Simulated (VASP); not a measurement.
# Hf2SnTe6 (P-3m1) in VASP: single point with PBE

Aim: the single point of Hf2SnTe6 with PBE.

All numbers are computed with VASP 6.6.1; they aren't measurements. Logs are shortened: lines on timing, memory, paths and dates and some standing lists are left out, and cuts for length are marked.

### 1 The cell of the first run

Symmetry: P-3m1, No. 164, trigonal system. Conventional cell: a = 4.037 Å, b = 4.037 Å, c = 21.754 Å, α = 90.00°, β = 90.00°, γ = 120.00°. Within 3.8 Å of Hf (site symmetry 3m) lie 6 Te at 2.91 Å. Sn (site symmetry -3m) has 6 Te at 2.96 Å within 3.9 Å. Te (site symmetry 3m) has 3 Hf at 2.91 Å within 3.8 Å. Te (site symmetry 3m) has 3 Hf at 2.91 Å within 3.8 Å. Te (site symmetry 3m) has 3 Sn at 2.96 Å within 3.9 Å.

### 2 Single point, PBE

The input, INCAR:

```
ALGO = Normal
EDIFF = 1E-7
ENCUT = 520
GGA = PE
ISIF = 2
ISMEAR = 0
LASPH = T
LCHARG = F
LREAL = F
LWAVE = F
NBANDS = 45
NELM = 80
PREC = Accurate
SIGMA = 0.1
```

The input, KPOINTS:

```
k-points
0
Gamma
  12 12 2
```

The input, POSCAR:

```
Hf2SnTe6
1.0
    4.0366651346      0.0000000000      0.0000000000
   -2.0183325673      3.4958545531      0.0000000000
    0.0000000000      0.0000000000     21.7540065096
Hf Sn Te
2 1 6
Direct
    0.0000000000      0.0000000000      0.8350225066
    0.0000000000      0.0000000000      0.1649774934
    0.0000000000      0.0000000000      0.5000000000
    0.3333333333      0.6666666667      0.9152570965
    0.3333333333      0.6666666667      0.2451466657
    0.3333333333      0.6666666667      0.5835806817
    0.6666666667      0.3333333333      0.0847429035
    0.6666666667      0.3333333333      0.4164193183
    0.6666666667      0.3333333333      0.7548533343
```

Potentials or basis: VASP PAW PBE potentials, release 64 (Hf_pv, Sn_d, Te).

Launch:

```sh
$ cat potpaw_PBE.64/Hf_pv/POTCAR potpaw_PBE.64/Sn_d/POTCAR potpaw_PBE.64/Te/POTCAR > POTCAR
$ mpirun -np 1 vasp_std > vasp.out
```

OUTCAR:

```text
EDIFF = 1E-7
   ENCUT = 520
   GGA = PE
   ISIF = 2
   ISMEAR = 0
   LASPH = T
   LREAL = F
   NELM = 80
   PREC = Accurate

 ion  position               nearest neighbor table
   1  0.000  0.000  0.835-   9 2.91   9 2.91   9 2.91   4 2.91   4 2.91   4 2.91
   2  0.000  0.000  0.165-   5 2.91   5 2.91   5 2.91   7 2.91   7 2.91   7 2.91
   3  0.000  0.000  0.500-   6 2.96   8 2.96   6 2.96   8 2.96   8 2.96   6 2.96
   4  0.333  0.667  0.915-   1 2.91   1 2.91   1 2.91
   5  0.333  0.667  0.245-   2 2.91   2 2.91   2 2.91
   6  0.333  0.667  0.584-   3 2.96   3 2.96   3 2.96
   7  0.667  0.333  0.085-   2 2.91   2 2.91   2 2.91
   8  0.667  0.333  0.416-   3 2.96   3 2.96   3 2.96
   9  0.667  0.333  0.755-   1 2.91   1 2.91   1 2.91

  LATTYP: Found a hexagonal cell.
 ALAT       =     4.0366651346
 C/A-ratio  =     5.3891035754

  Lattice vectors:

 A1 = (   4.0366651346,   0.0000000000,   0.0000000000)
 A2 = (  -2.0183325673,   3.4958545531,   0.0000000000)
 A3 = (   0.0000000000,   0.0000000000,  21.7540065096)

Analysis of symmetry for initial positions (statically):
=====================================================================
 Subroutine PRICEL returns:
 Original cell was already a primitive cell.

 Routine SETGRP: Setting up the symmetry group for a
 hexagonal supercell.

 Subroutine GETGRP returns: Found 12 space group operations
 (whereof 12 operations were pure point group operations)
 out of a pool of 24 trial point group operations.

The static configuration has the point symmetry D_3d.

Analysis of symmetry for dynamics (positions and initial velocities):
=====================================================================
 Subroutine PRICEL returns:
 Original cell was already a primitive cell.

 Routine SETGRP: Setting up the symmetry group for a
 hexagonal supercell.

 Subroutine GETGRP returns: Found 12 space group operations
 (whereof 12 operations were pure point group operations)
 out of a pool of 24 trial point group operations.

The dynamic configuration has the point symmetry D_3d.

 Subroutine INISYM returns: Found 12 space group operations
 (whereof 12 operations are pure point group operations),
 and found     1 'primitive' translations

----------------------------------------------------------------------------------------

                                     Primitive cell

  volume of cell :     306.9837

  direct lattice vectors                    reciprocal lattice vectors
     4.036665135  0.000000000  0.000000000     0.247729243  0.143026545  0.000000000
    -2.018332567  3.495854553  0.000000000     0.000000000  0.286053091  0.000000000
     0.000000000  0.000000000 21.754006510     0.000000000  0.000000000  0.045968544

  length of vectors
     4.036665135  4.036665135 21.754006510     0.286053091  0.286053091  0.045968544

  position of ions in fractional coordinates (direct lattice)
     0.000000000  0.000000000  0.835022507
     0.000000000  0.000000000  0.164977493
     0.000000000  0.000000000  0.500000000
     0.333333333  0.666666667  0.915257096
     0.333333333  0.666666667  0.245146666
     0.333333333  0.666666667  0.583580682
     0.666666667  0.333333333  0.084742904
     0.666666667  0.333333333  0.416419318
     0.666666667  0.333333333  0.754853334

  ion indices of the primitive-cell ions
   primitive index   ion index
                 1           1
                 2           2
                 3           3
                 4           4
                 5           5
                 6           6
                 7           7
                 8           8
                 9           9

----------------------------------------------------------------------------------------

 KPOINTS: k-points

Automatic generation of k-mesh.
 Grid dimensions read from file:
 generate k-points for:   12   12    2

 Generating k-lattice:

  Cartesian coordinates                     Fractional coordinates (reciprocal lattice)
     0.020644104  0.011918879  0.000000000     0.083333333 -0.000000000  0.000000000
     0.000000000  0.023837758  0.000000000     0.000000000  0.083333333  0.000000000
     0.000000000  0.000000000  0.022984272     0.000000000  0.000000000  0.500000000

  Length of vectors
     0.023837758  0.023837758  0.022984272

  Shift w.r.t. Gamma in fractional coordinates (k-lattice)
     0.000000000  0.000000000  0.000000000

 Subroutine IBZKPT returns following result:
 ===========================================

 Found     38 irreducible k-points:

 Following reciprocal coordinates:
            Coordinates               Weight
  0.000000  0.000000  0.000000      1.000000
  0.083333  0.000000  0.000000      6.000000
  0.166667  0.000000  0.000000      6.000000
  0.250000  0.000000  0.000000      6.000000
  0.333333  0.000000  0.000000      6.000000
  0.416667  0.000000  0.000000      6.000000
[... 16 lines left out ...]
  0.250000  0.000000  0.500000      6.000000
  0.333333  0.000000  0.500000      6.000000
 [... further k-points ...]
   k-points           NKPTS =     38   k-points in BZ     NKDIM =     38   number of bands    NBANDS=     45
   number of dos      NEDOS =    301   number of ions     NIONS =      9
   total plane-waves  NPLWV = 145800
   dimension x,y,z NGX =    30 NGY =   30 NGZ =  162
   dimension x,y,z NGXF=    60 NGYF=   60 NGZF=  324
   ions per type =               2   1   6
   NGX,Y,Z   is equivalent  to a cutoff of  12.36, 12.36, 12.38 a.u.
   NGXF,Y,Z  is equivalent  to a cutoff of  24.71, 24.71, 24.76 a.u.
 SYSTEM =  unknown system
   PREC   = accura    normal or accurate (medium, high low for compatibility)
   ISTART =      0    job   : 0-new  1-cont  2-samecut
   ICHARG =      2    charge: 1-file 2-atom 10-const
   ISPIN  =      1    spin polarized calculation?
   LNONCOLLINEAR =      F non collinear calculations
   LSORBIT =      F    spin-orbit coupling
   LASPH  =      T    aspherical Exc in radial PAW
   ENCUT  =  520.0 eV  38.22 Ry    6.18 a.u.   7.51  7.51 40.45*2*pi/ulx,y,z
   NELM   =     80;   NELMIN=  2; NELMDL= -5     # of ELM steps
   EDIFF  = 0.1E-06   stopping-criterion for ELM
   LREAL  =      F    real-space projection
   EDIFFG = 0.1E-05   stopping-criterion for IOM
   NSW    =      0    number of steps for IOM
   IBRION =     -1    ionic relax: 0-MD 1-quasi-New 2-CG
   NFREE  =      0    steps in history (QN), initial steepest desc. (CG)
   ISIF   =      2    stress and relaxation
   ISYM   =      2    0-nonsym 1-usesym 2-fastsym
   POTIM  = 0.5000    time-step for ionic-motion
   TEBEG  =    0.0;   TEEND  =   0.0 temperature during run
   PSTRESS=    0.0 pullay stress
   NELECT =      70.0000    total number of electrons
   NUPDOWN=      -1.0000    fix difference up-down
   EMIN   =  10.00;   EMAX   =-10.00  energy-range for DOS
   EFERMI =   0.00;   METHOD = LEGACY
   ISMEAR =     0;   SIGMA  =   0.10  broadening in eV -4-tet -1-fermi 0-gaus
   EFERMI_NEDOS =   21; number of points for ismear=-14 and -15
   IALGO  =     38    algorithm
   IMIX   =      4    mixing-type and parameters
     AMIX     =   0.40;   BMIX     =  1.00
     AMIX_MAG =   1.60;   BMIX_MAG =  1.00
  volume/ion in A,a.u.               =      34.11       230.18
  Fermi-wavevector in a.u.,A,eV,Ry     =   1.000159  1.890027 13.610154  1.000318
  Thomas-Fermi vector in A             =   2.132497
   LORBIT       =      0    0 simple, 1 ext, 2 COOP (PROOUT), +10 PAW based schemes
   GGA     = PE    functional components
   LHFCALC =     F    Hartree Fock is set to
   AEXX    =    0.0000 exact exchange contribution
   IVDW    =     0    specifies the selected vdW correction
   LEPSILON=     F    determine dielectric tensor
   LRPA    =     F    only Hartree local field effects (RPA)
 non-spin polarized calculation
 Gauss-broadening in eV      SIGMA  =   0.10
  energy-cutoff  :      520.00
  volume of cell :      306.98
 maximum number of plane-waves:      8327
 NGX is ok and might be reduce to    30
   NGX = 15   NGY = 15   NGZ = 81

 number of electron      69.9999995 magnetization

 Free energy of the ion-electron system (eV)
  ---------------------------------------------------
  ext. energy  EPLUGINS =         0.00000000
  ---------------------------------------------------
  free energy    TOTEN  =       -47.71805124 eV

  energy without entropy =      -47.70613461  energy(sigma->0) =      -47.71209292

 E-fermi :   4.6023     XC(G=0):  -8.9041

 val. band max:        4.4862096595   @ k =   0.0833   0.0000   0.5000
 cond. band min:       4.6112176352   @ k =   0.1667   0.0000   0.0000
 fundamental gap:      0.1250079757
 Fermi energy:         4.6022796663

 k-point     1 :       0.0000    0.0000    0.0000
  band No.  band energies     occupation
      1     -27.1210      2.00000
      2     -27.1210      2.00000
      3     -27.1210      2.00000
      4     -27.1210      2.00000
      5     -27.1163      2.00000
      6     -27.1163      2.00000
[... 37 lines left out ...]
     44       7.9090      0.00000
     45       7.9090      0.00000

 k-point     2 :       0.0833    0.0000    0.0000
  band No.  band energies     occupation
      1     -27.1246      2.00000
      2     -27.1246      2.00000
      3     -27.1218      2.00000
      4     -27.1218      2.00000
      5     -27.1155      2.00000
      6     -27.1155      2.00000
[... 37 lines left out ...]
     44       8.0415      0.00000
     45       8.0539      0.00000

 k-point     3 :       0.1667    0.0000    0.0000
  band No.  band energies     occupation
      1     -27.1345      2.00000
      2     -27.1345      2.00000
      3     -27.1241      2.00000
      4     -27.1241      2.00000
      5     -27.1134      2.00000
      6     -27.1134      2.00000
[... 37 lines left out ...]
     44       7.8350      0.00000
     45       8.0764      0.00000

 k-point     4 :       0.2500    0.0000    0.0000
  band No.  band energies     occupation
      1     -27.1480      2.00000
      2     -27.1480      2.00000
      3     -27.1272      2.00000
      4     -27.1272      2.00000
      5     -27.1104      2.00000
      6     -27.1104      2.00000
[... 901 lines left out ...]
     44       7.8385      0.00000
     45       8.0732      0.00000

 k-point    23 :       0.2500    0.0000    0.5000
  band No.  band energies     occupation
      1     -27.1480      2.00000
      2     -27.1480      2.00000
      3     -27.1272      2.00000
      4     -27.1272      2.00000
      5     -27.1104      2.00000
      6     -27.1104      2.00000
[... 37 lines left out ...]
     44       8.1635      0.00000
     45       8.2602      0.00000

 k-point    24 :       0.3333    0.0000    0.5000
  band No.  band energies     occupation
      1     -27.1614      2.00000
      2     -27.1614      2.00000
      3     -27.1304      2.00000
      4     -27.1304      2.00000
      5     -27.1075      2.00000
      6     -27.1075      2.00000
[... 37 lines left out ...]
     44       8.1407      0.00000
     45       8.3090      0.00000

 [... further k-points ...]
[... 5 lines left out ...]
  --------------------------------------------------------------------------------------
  -------------------------------------------------------------------------------------
  Total       -0.2304093     -0.2304093     -0.1677927      0.0000000      0.0000000      0.0000000
  in kB       -1.2025279     -1.2025279     -0.8757260      0.0000000      0.0000000      0.0000000
  external PRESSURE =      -1.0935939 kB  Pullay stress =       0.0000000 kB

 VOLUME and BASIS-vectors are now :
 -----------------------------------------------------------------------------
  energy-cutoff  :      520.00
  volume of cell :      306.98
      direct lattice vectors                 reciprocal lattice vectors
     4.036665135  0.000000000  0.000000000     0.247729243  0.143026545  0.000000000
    -2.018332567  3.495854553  0.000000000     0.000000000  0.286053091  0.000000000
     0.000000000  0.000000000 21.754006510     0.000000000  0.000000000  0.045968544

 POSITION                                       TOTAL-FORCE (eV/Angst)
 -----------------------------------------------------------------------------------
      0.00000      0.00000     18.16509         0.000000      0.000000     -0.001327
      0.00000      0.00000      3.58892         0.000000     -0.000000      0.001327
      0.00000      0.00000     10.87700         0.000000      0.000000      0.000000
     -0.00000      2.33057     19.91051        -0.000000     -0.000000     -0.024606
     -0.00000      2.33057      5.33292         0.000000      0.000000     -0.024880
     -0.00000      2.33057     12.69522        -0.000000     -0.000000      0.011715
      2.01833      1.16528      1.84350        -0.000000      0.000000      0.024606
      2.01833      1.16528      9.05879        -0.000000      0.000000     -0.011715
      2.01833      1.16528     16.42108         0.000000      0.000000      0.024880
 -----------------------------------------------------------------------------------
    total drift:                                0.000000      0.000000      0.000000

  FREE ENERGIE OF THE ION-ELECTRON SYSTEM (eV)
  ---------------------------------------------------
  free  energy   TOTEN  =       -47.7180512395 eV

  energy  without entropy=      -47.7061346097  energy(sigma->0) =      -47.71209292
```

Run time: 7.9 min. Hardware: 1 thread of Intel Xeon 6975P-C (Granite Rapids), shared host; peak memory 0.7 GiB.

What came out:

```yaml
Free_energy: -47.7181 eV
Pressure: -0.1 GPa
Largest_force: 0.025 eV/Å
Band_gap_on_the_k_mesh: zero (band 35 reaches 4.82 eV, above the bottom of band 36 at 4.31 eV)
```

Forces in eV/Å, atoms in the order of the input:
```
Hf   0.000  0.000 -0.001
Hf   0.000  0.000  0.001
Sn   0.000  0.000  0.000
Te   0.000  0.000 -0.025
Te   0.000  0.000 -0.025
Te   0.000  0.000  0.012
Te   0.000  0.000  0.025
Te   0.000  0.000 -0.012
Te   0.000  0.000  0.025
```

Levels at points of the mesh, in eV from the Fermi level:
```
           k point  band 31  band 32  band 33  band 34  band 35  band 36  band 37  band 38  band 39  band 40
(0.00, 0.00, 0.00)     0.02     0.17     0.17     0.22     0.22     0.79     0.85     0.85     0.86     0.86
(0.50, 0.00, 0.00)    -1.64    -1.36    -1.21    -1.13    -0.50    -0.25     0.04     0.17     2.21     2.22
(0.00, 0.00, 0.50)     0.02     0.16     0.16     0.22     0.22     0.85     0.85     0.86     0.86     1.04
(0.50, 0.00, 0.50)    -1.53    -1.38    -1.22    -1.12    -0.50    -0.30     0.12     0.13     2.21     2.22
```

Caveat: spin-orbit coupling is left out, which moves the levels of the heavy elements; this functional lacks dispersion, which binds the layers, so the pressure and a relaxed spacing across them are unreliable.
